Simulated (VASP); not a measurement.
Wanted: the native input for a VASP 6.6.1 run.

```
Task                   : single point
Functional             : PBE
Potentials or basis    : VASP PAW PBE potentials, release 64 (Mg, Cd, O)
Cutoff                 : 520 eV
k mesh                 : 14 × 14 × 8
Occupations            : gaussian, width 0.1 eV
Spin                   : no spin polarisation
Dipole correction      : no
Further INCAR settings : ALGO = Normal; EDIFF = 1e-06; NBANDS = 17
```

The structure of MgCdO lies in POSCAR:

```
MgCdO
1.0
    3.1662189195      0.0000000000      0.0000000000
    0.0000000000      3.1662189195      0.0000000000
    0.0000000000      0.0000000000      6.8890454775
Mg Cd O
1 1 1
Direct
    0.0000000000      0.0000000000      0.5000000000
    0.0000000000      0.0000000000      0.0000000000
    0.5000000000      0.5000000000      0.0000000000
```

One way to write it, as run:

INCAR

```
  ALGO = Normal
  EDIFF = 1E-6
  ENCUT = 520
  GGA = PE
  ISIF = 2
  ISMEAR = 0
  LASPH = True
  LCHARG = False
  LREAL = False
  LWAVE = False
  NBANDS = 17
  NELM = 60
  PREC = Accurate
  SIGMA = 0.1
```

KPOINTS

```
k-points
0
Gamma
  14 14 8
```

Potentials or basis: VASP PAW PBE potentials, release 64 (Mg, Cd, O).

Launch:

```sh
$ cat potpaw_PBE.64/Mg/POTCAR potpaw_PBE.64/Cd/POTCAR potpaw_PBE.64/O/POTCAR > POTCAR
$ mpirun -np 1 vasp_std > vasp.out
```

It gave:

The pressure is 0.6 GPa and the band gap on the k mesh is zero (band 10 reaches 3.08 eV, above the bottom of band 11 at -0.56 eV).

It took 73 s on 1 thread of Intel(R) Xeon(R) Platinum 8559C (Emerald Rapids), with other jobs on the host, peak memory 0.36 GiB.
